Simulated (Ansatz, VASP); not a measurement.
One calculation of ZrC, two programs

Contents of INCAR:

```
PREC = Accurate
ENCUT = 520
EDIFF = 1E-6
ISMEAR = -1
SIGMA = 0.05
LREAL = False
LASPH = True
NELM = 60
ALGO = Normal
ISIF = 2
LWAVE = False
LCHARG = False
GGA = PE
NBANDS = 15
```

KPOINTS

```
regular mesh
0
Gamma
  15 15 15
```

POSCAR

```
ZrC
1.0
   -0.0705063000      2.3149568500      2.3149568500
    2.3149568500     -0.0705063000      2.3149568500
    2.3149568500      2.3149568500     -0.0705063000
Zr C
1 1
Direct
    0.5000000000      0.5000000000      0.5000000000
    0.0000000000      0.0000000000      0.0000000000
```

Input for Ansatz:

```yaml
crystal:
  lattice:
    - [-0.0705063, 2.31495685, 2.31495685]
    - [2.31495685, -0.0705063, 2.31495685]
    - [2.31495685, 2.31495685, -0.0705063]
  atoms:
    - { symbol: Zr, position: [0.5, 0.5, 0.5] }
    - { symbol: C, position: [0.0, 0.0, 0.0] }
kpoints:
  mp_grid: { grid: [15, 15, 15] }
  band_path:
    path:
      - [0.0, 0.0, 0.0]
      - [0.5, 0.5, 0.5]
      - [0.2579113083, 0.5, 0.7420886917]
      - [-0.2579113083, 0.2579113083, 0.5]
      - [0.0, 0.0, 0.5]
      - [0.0, 0.0, 0.0]
      - [-0.3789556542, 0.0, 0.3789556542]
      - [0.0, 0.3789556542, 0.6210443458]
      - [0.0, 0.5, 0.5]
    npoints: 5
scf:
  occupations: { method: fermi_dirac, width: 0.05 }
hamiltonian:
  xc: pbe
  pseudopotentials: { kind: all_electron, lapw: { basis_error: 0.00025 } }
output:
  forces: true
  stress: true
  eigenvalues: true
```

Change from the starting cell: equal xy, yz and zx shear strains of -3 %.

Alike in both runs: task single point; functional PBE; k mesh 15 × 15 × 15; occupations fermi-dirac, width 0.05 eV; no spin polarisation.

```csv
,VASP,Ansatz
version,VASP 6.6.1,Ansatz 0.2.0
potentials or method,"VASP PAW PBE potentials, release 64 (Zr_sv, C), cutoff 520 eV","all-electron LAPW, scalar-relativistic"
```

Ansatz gave:

- pressure (GPa): 1.4
- traceless stress, the component that is largest in VASP (GPa): 4.38

**Question.** What did VASP give for the same quantities?

**Answer.** Pressure (GPa): 1.6; traceless stress, the component that is largest in VASP (GPa): 4.37.

Ansatz ran all-electron here, and VASP with PAW potentials.
